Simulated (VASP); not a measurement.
Input of a VASP 6.6.1 run:

Contents of INCAR:

```
SYSTEM = SnSe
PREC = Accurate
ENCUT = 520
EDIFF = 1E-7
ISMEAR = -1
SIGMA = 0.02
LREAL = .False.
LASPH = .True.
NELM = 100
ALGO = Normal
ISIF = 2
LWAVE = .False.
LCHARG = .False.
GGA = PE
NBANDS = 17
```

File KPOINTS:

```
regular mesh
0
Gamma
  9 9 9
  0 0 0
```

The input POSCAR:

```
SnSe
1.0
    0.0000000000      2.9693193375      2.9693193375
    2.9693193375      0.0000000000      2.9693193375
    2.9693193375      2.9693193375      0.0000000000
Sn Se
1 1
Direct
    0.0000000000      0.0000000000      0.0000000000
    0.5000000000      0.5000000000      0.5000000000
```

Potentials or basis: VASP PAW PBE potentials, release 64 (Sn_d, Se).

The run is started by

```console
$ cat potpaw_PBE.64/Sn_d/POTCAR potpaw_PBE.64/Se/POTCAR > POTCAR
$ mpirun -np 1 vasp_std > vasp.out
```

(1) Estimate the pressure.

Results:

(1) 3.4 GPa.
